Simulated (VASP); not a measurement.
Crystal: Cu.

```xyz
2
Lattice="2.4824 0.0000 0.0000 -1.2412 2.1498 0.0000 0.0000 0.0000 4.0286" Properties=species:S:1:pos:R:3 pbc="T T T"
Cu    1.2412    0.7166    3.0215
Cu    0.0000    1.4332    1.0072
```

Base run:

```yaml
Program: VASP 6.6.1
Functional: LDA
Potentials_or_basis: VASP PAW LDA potentials, release 64 (Cu_sv_GW)
Cutoff: 700 eV
k_mesh: 12 × 12 × 7
Occupations: fermi-dirac, width 0.05 eV
Spin: no spin polarisation
```

Its results: band gap on the k mesh zero (band 19 reaches 12.60 eV, above the bottom of band 20 at 6.41 eV); pressure -1.7 GPa.

The run is repeated on the same cell with these changes: functional from LDA to r2SCAN; potentials or basis from VASP PAW LDA potentials, release 64 (Cu_sv_GW) to VASP PAW PBE potentials, release 64 (Cu_sv_GW); cutoff from 700 eV to 770 eV. What comes out?

Band gap on the k mesh zero (band 19 reaches 12.92 eV, above the bottom of band 20 at 6.51 eV); pressure 7.9 GPa.

Caveats: the PAW data sets were made with another functional, which shifts forces and pressure a little (some runs).
